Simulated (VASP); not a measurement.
# Pt in VASP: single point with r2SCAN

Aim: the single point of Pt with r2SCAN.

All numbers are computed with VASP 6.6.1; they aren't measurements. Logs are shortened: lines on timing, memory, paths and dates and some standing lists are left out, and cuts for length are marked.

**1. The cell of the first run**

The cell holds a slab with vacuum, 7 atoms: a = 2.775 Å, b = 2.775 Å, c = 28.593 Å, α = 90.00°, β = 90.00°, γ = 60.00°.

**2. Single point, r2SCAN**

Contents of POSCAR:

```
Pt
1.0
    2.7746870094      0.0000000000      0.0000000000
    1.3873435047      2.4029494377      0.0000000000
    0.0000000000      0.0000000000     28.5931347378
Pt
7
Direct
    0.0000000000      0.0000000000      0.2600107531
    0.3333333333      0.3333333333      0.3408004898
    0.6666666667      0.6666666667      0.4204310463
    0.0000000000      0.0000000000      0.4999999982
    0.3333333333      0.3333333333      0.5795689473
    0.6666666667      0.6666666667      0.6591995094
    0.0000000000      0.0000000000      0.7399892558
```

Contents of INCAR.step1:

```
SYSTEM = Pt
PREC     = Accurate       ! precision mode
ENCUT    = 520            ! plane-wave cutoff, eV
ISMEAR   = 0              ! smearing method
SIGMA    = 0.1            ! smearing width, eV
LREAL    = .False.        ! projectors in reciprocal space
LASPH    = .True.         ! aspherical terms in the spheres
NELM     = 100            ! most SCF steps
LDIPOL   = .True.       
IDIPOL   = 3            
DIPOL    = 0.5 0.5 0.500
NBANDS   = 44             ! bands
GGA      = PE             ! functional
ALGO     = Normal         ! electronic algorithm
EDIFF    = 1E-4           ! SCF threshold, eV
LWAVE    = .True.         ! write WAVECAR
LCHARG   = .False.        ! write CHGCAR
```

Contents of INCAR.step2:

```
SYSTEM = Pt
PREC     = Accurate       ! precision mode
ENCUT    = 520            ! plane-wave cutoff, eV
EDIFF    = 1E-7           ! SCF threshold, eV
ISMEAR   = 0              ! smearing method
SIGMA    = 0.1            ! smearing width, eV
LREAL    = .False.        ! projectors in reciprocal space
LASPH    = .True.         ! aspherical terms in the spheres
NELM     = 100            ! most SCF steps
ALGO     = Normal         ! electronic algorithm
ISIF     = 2              ! what is computed and relaxed
LWAVE    = .False.        ! write WAVECAR
LCHARG   = .True.         ! write CHGCAR
LDIPOL   = .True.       
IDIPOL   = 3            
DIPOL    = 0.5 0.5 0.500
METAGGA  = R2SCAN         ! meta-GGA
LMIXTAU  = .True.       
LELF     = .True.         ! ELF
LVHAR    = .True.       
LVACPOTAV= .True.       
NBANDS   = 44             ! bands
ISTART   = 1
```

Contents of KPOINTS:

```
regular mesh
0
Gamma
  16 16 1
  0 0 0
```

Potentials or basis: VASP PAW PBE potentials, release 64 (Pt).

The run is started by

```bash
cat potpaw_PBE.64/Pt/POTCAR > POTCAR
cp INCAR.step1 INCAR
mpirun -np 1 vasp_std > vasp.out
cp INCAR.step2 INCAR
mpirun -np 1 vasp_std > vasp.out
```

OUTCAR:

```text
SYSTEM = Pt
   PREC = Accurate
   ENCUT = 520
   EDIFF = 1E-7
   ISMEAR = 0
   LREAL = .False.
   LASPH = .True.
   NELM = 100
   ISIF = 2
   METAGGA = R2SCAN
   ISTART = 1

 ion  position               nearest neighbor table
   1  0.000  0.000  0.260-   2 2.81   2 2.81   2 2.81
   2  0.333  0.333  0.341-   3 2.78   3 2.78   3 2.78   1 2.81   1 2.81   1 2.81
   3  0.667  0.667  0.420-   4 2.78   4 2.78   4 2.78   2 2.78   2 2.78   2 2.78
   4  0.000  0.000  0.500-   5 2.78   5 2.78   5 2.78   3 2.78   3 2.78   3 2.78
   5  0.333  0.333  0.580-   4 2.78   4 2.78   4 2.78   6 2.78   6 2.78   6 2.78
   6  0.667  0.667  0.659-   5 2.78   5 2.78   5 2.78   7 2.81   7 2.81   7 2.81
   7  0.000  0.000  0.740-   6 2.81   6 2.81   6 2.81

  LATTYP: Found a hexagonal cell.
 ALAT       =     2.7746870094
 C/A-ratio  =    10.3049946321

  Lattice vectors:

 A1 = (  -1.3873435047,  -2.4029494377,   0.0000000000)
 A2 = (   2.7746870094,   0.0000000000,   0.0000000000)
 A3 = (   0.0000000000,   0.0000000000,  28.5931347378)

Analysis of symmetry for initial positions (statically):
=====================================================================
 Subroutine PRICEL returns:
 Original cell was already a primitive cell.

 Routine SETGRP: Setting up the symmetry group for a
 hexagonal supercell.

 Subroutine GETGRP returns: Found 12 space group operations
 (whereof 12 operations were pure point group operations)
 out of a pool of 24 trial point group operations.

The static configuration has the point symmetry D_3d.

Analysis of symmetry for dynamics (positions and initial velocities):
=====================================================================
 Subroutine PRICEL returns:
 Original cell was already a primitive cell.

 Routine SETGRP: Setting up the symmetry group for a
 hexagonal supercell.

 Subroutine GETGRP returns: Found 12 space group operations
 (whereof 12 operations were pure point group operations)
 out of a pool of 24 trial point group operations.

The dynamic configuration has the point symmetry D_3d.

 Subroutine INISYM returns: Found 12 space group operations
 (whereof 12 operations are pure point group operations),
 and found     1 'primitive' translations

----------------------------------------------------------------------------------------

[... 101 lines left out ...]
   NELM   =    100;   NELMIN=  2; NELMDL=  0     # of ELM steps
   EDIFF  = 0.1E-06   stopping-criterion for ELM
   LREAL  =      F    real-space projection
   EDIFFG = 0.1E-05   stopping-criterion for IOM
   NSW    =      0    number of steps for IOM
   IBRION =     -1    ionic relax: 0-MD 1-quasi-New 2-CG
   NFREE  =      0    steps in history (QN), initial steepest desc. (CG)
   ISIF   =      2    stress and relaxation
   ISYM   =      2    0-nonsym 1-usesym 2-fastsym
   POTIM  = 0.5000    time-step for ionic-motion
   TEBEG  =    0.0;   TEEND  =   0.0 temperature during run
   PSTRESS=    0.0 pullay stress
   NELECT =      70.0000    total number of electrons
   NUPDOWN=      -1.0000    fix difference up-down
   EMIN   =  10.00;   EMAX   =-10.00  energy-range for DOS
   EFERMI =   0.00;   METHOD = LEGACY
   ISMEAR =     0;   SIGMA  =   0.10  broadening in eV -4-tet -1-fermi 0-gaus
   EFERMI_NEDOS =   21; number of points for ismear=-14 and -15
   IALGO  =     38    algorithm
   IMIX   =      4    mixing-type and parameters
     AMIX     =   0.40;   BMIX     =  1.00
     AMIX_MAG =   1.60;   BMIX_MAG =  1.00
  volume/ion in A,a.u.               =      27.23       183.79
  Fermi-wavevector in a.u.,A,eV,Ry     =   1.172287  2.215302 18.697907  1.374257
  Thomas-Fermi vector in A             =   2.308718
   LORBIT       =      0    0 simple, 1 ext, 2 COOP (PROOUT), +10 PAW based schemes
   METAGGA = R2SCAN    functional components
   LHFCALC =     F    Hartree Fock is set to
   AEXX    =    0.0000 exact exchange contribution
   IVDW    =     0    specifies the selected vdW correction
   LEPSILON=     F    determine dielectric tensor
   LRPA    =     F    only Hartree local field effects (RPA)
 non-spin polarized calculation
 Gauss-broadening in eV      SIGMA  =   0.10
  energy-cutoff  :      520.00
  volume of cell :      190.64
 maximum number of plane-waves:      5173
 NGX is ok and might be reduce to    24
   NGX = 11   NGY = 11   NGZ =107

 number of electron      70.0000002 magnetization

 dipolmoment           0.000000      0.000000      0.000000 electrons x Angstroem

 Free energy of the ion-electron system (eV)
  ---------------------------------------------------
  ext. energy  EPLUGINS =         0.00000000
  ---------------------------------------------------
  free energy    TOTEN  =      -359.15258130 eV

  energy without entropy =     -359.07210396  energy(sigma->0) =     -359.11234263

 E-fermi :   3.4773     XC(G=0):  -8.7020

 val. band max:        3.4770004801   @ k =   0.5000   0.0625   0.0000
 cond. band min:       3.4777746308   @ k =   0.5000   0.1875   0.0000
 fundamental gap:      0.0007741507
 Fermi energy:         3.4773009816

 k-point     1 :       0.0000    0.0000    0.0000
  band No.  band energies     occupation
      1      -6.7121      2.00000
      2      -6.0975      2.00000
      3      -5.2872      2.00000
      4      -4.5238      2.00000
      5      -4.0957      2.00000
      6      -3.7904      2.00000
[... 1117 lines left out ...]
     43      11.1706      0.00000
     44      11.8879      0.00000

 [... further k-points ...]
[... 5 lines left out ...]
  --------------------------------------------------------------------------------------
  -------------------------------------------------------------------------------------
  Total       -3.2222225     -3.2222225      0.2749829     -0.0000000      0.0000000     -0.0000000
  in kB      -27.0798154    -27.0798154      2.3109779     -0.0000000      0.0000000     -0.0000000
  external PRESSURE =     -17.2828843 kB  Pullay stress =       0.0000000 kB

 VOLUME and BASIS-vectors are now :
 -----------------------------------------------------------------------------
  energy-cutoff  :      520.00
  volume of cell :      190.64
      direct lattice vectors                 reciprocal lattice vectors
     2.774687009  0.000000000  0.000000000     0.360401010 -0.208077620  0.000000000
     1.387343505  2.402949438  0.000000000     0.000000000  0.416155240  0.000000000
     0.000000000  0.000000000 28.593134738     0.000000000  0.000000000  0.034973430

 POSITION                                       TOTAL-FORCE (eV/Angst)
 -----------------------------------------------------------------------------------
      0.00000      0.00000      7.43452        -0.000000      0.000000     -0.015045
      1.38734      0.80098      9.74455        -0.000000     -0.000000     -0.011141
      2.77469      1.60197     12.02144        -0.000000     -0.000000     -0.005792
      0.00000      0.00000     14.29657         0.000000     -0.000000      0.000000
      1.38734      0.80098     16.57169         0.000000      0.000000      0.005792
      2.77469      1.60197     18.84858         0.000000      0.000000      0.011141
      0.00000      0.00000     21.15861         0.000000      0.000000      0.015045
 -----------------------------------------------------------------------------------
    total drift:                               -0.000000     -0.000000      0.000009

  FREE ENERGIE OF THE ION-ELECTRON SYSTEM (eV)
  ---------------------------------------------------
  free  energy   TOTEN  =      -359.1525812965 eV

  energy  without entropy=     -359.0721039560  energy(sigma->0) =     -359.11234263

 vacuum level on the upper side and lower side of the slab         9.216         9.216
```

OUTCAR.step1:

```text
SYSTEM = Pt
   PREC = Accurate
   ENCUT = 520
   ISMEAR = 0
   LREAL = .False.
   LASPH = .True.
   NELM = 100
   GGA = PE
[... 1373 lines left out ...]
      2.77469      1.60197     18.84858         0.000000      0.000000      0.037385
      0.00000      0.00000     21.15861        -0.000000     -0.000000      0.183539
 -----------------------------------------------------------------------------------
    total drift:                                0.000000      0.000000      0.000009

  FREE ENERGIE OF THE ION-ELECTRON SYSTEM (eV)
  ---------------------------------------------------
  free  energy   TOTEN  =       -41.4829589682 eV

  energy  without entropy=      -41.3978404916  energy(sigma->0) =      -41.44039973

 vacuum level on the upper side and lower side of the slab         9.342         9.342
```

OSZICAR.step1:

```text
N       E                     dE             d eps       ncg     rms          rms(c)
DAV:   1     0.469541909358E+03    0.46954E+03   -0.33978E+04  2648   0.144E+03
[... 11 lines left out ...]
DAV:  13    -0.416140682407E+02   -0.78912E-01   -0.11782E+00  2928   0.491E+00    0.426E+00
DAV:  14    -0.414908033043E+02    0.12326E+00   -0.39768E-01  2948   0.302E+00    0.131E+00
DAV:  15    -0.414864673941E+02    0.43359E-02   -0.35868E-02  2996   0.850E-01    0.791E-01
DAV:  16    -0.414841418013E+02    0.23256E-02   -0.61706E-03  2896   0.417E-01    0.379E-01
DAV:  17    -0.414829729058E+02    0.11689E-02   -0.49869E-03  2920   0.390E-01    0.179E-01
DAV:  18    -0.414830215152E+02   -0.48609E-04   -0.12941E-03  1940   0.179E-01    0.119E-01
DAV:  19    -0.414829589682E+02    0.62547E-04   -0.31554E-04  1656   0.924E-02
   1 F= -.41482959E+02 E0= -.41440400E+02  d E =-.851185E-01
```

Run time: 51 min. Hardware: 1 thread of Intel Xeon Platinum 8259CL at 2.50GHz (Skylake/Cascade Lake), shared host; peak memory 0.48 GiB.

Results:

```
Free energy            : -359.1526 eV
Largest force          : 0.015 eV/Å
Band gap on the k mesh : zero (bands 35 and 36 overlap by 1.67 eV)
```

Forces in eV/Å, atoms in the order of the input:
```
Pt   0.000  0.000 -0.015
Pt   0.000  0.000 -0.011
Pt   0.000  0.000 -0.006
Pt   0.000  0.000  0.000
Pt   0.000  0.000  0.006
Pt   0.000  0.000  0.011
Pt   0.000  0.000  0.015
```

Caveat: the PAW data sets were made with another functional, which shifts forces and pressure a little; spin-orbit coupling is left out, which moves the levels of the heavy elements.
